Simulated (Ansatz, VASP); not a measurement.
# One calculation of Ge, two programs

The input INCAR:

```
SYSTEM = Ge
ALGO = Normal
EDIFF = 1E-6
ENCUT = 520
GGA = RE
ISIF = 2
ISMEAR = -1
LASPH = .True.
LCHARG = .False.
LREAL = .False.
LWAVE = .False.
NBANDS = 13
NELM = 100
PREC = Accurate
SIGMA = 0.1
```

File KPOINTS:

```
k-points
0
Gamma
  15 15 15
  0 0 0
```

File POSCAR:

```
Ge
1.0
   -1.7235108309      1.7235108309      1.7235108309
    1.7235108309     -1.7235108309      1.7235108309
    1.7235108309      1.7235108309     -1.7235108309
Ge
1
Direct
    0.0000000000      0.0000000000      0.0000000000
```

Input for Ansatz:

```yaml
crystal:
  lattice:
    - [-1.7235108309, 1.7235108309, 1.7235108309]
    - [1.7235108309, -1.7235108309, 1.7235108309]
    - [1.7235108309, 1.7235108309, -1.7235108309]
  atoms:
    - { symbol: Ge, position: [0.0, 0.0, 0.0] }
hamiltonian:
  xc: revpbe
  pseudopotentials:
    kind: paw
    azcp:
      Ge: "pseudopotentials/Ge.paw.azcp"
basis:
  ecutwfc: 420
  fft_grid_basis: typed
kpoints:
  mp_grid: { grid: [15, 15, 15], shift: [0, 0, 0] }
magnetization:
  spin_polarized: false
scf:
  occupations: { method: fermi_dirac, width: 0.1 }
  lower_state_search: "off"
output:
  stress: true
```

Alike in both runs: task single point; functional revPBE; k mesh 15 × 15 × 15; occupations fermi-dirac, width 0.1 eV; no spin polarisation.

```csv
,VASP,Ansatz
version,VASP 6.6.1,Ansatz 0.2.0
potentials or method,"VASP PAW PBE potentials, release 64 (Ge_d), cutoff 520 eV","plane waves (420 eV) with PAW, scalar-relativistic"
valence electrons in the cell,14,14
```

```csv
,VASP,Ansatz,Ansatz less VASP
pressure (GPa),-2.5,-2.5,+0.08
```

VASP's potentials were made for PBE, not for revPBE.
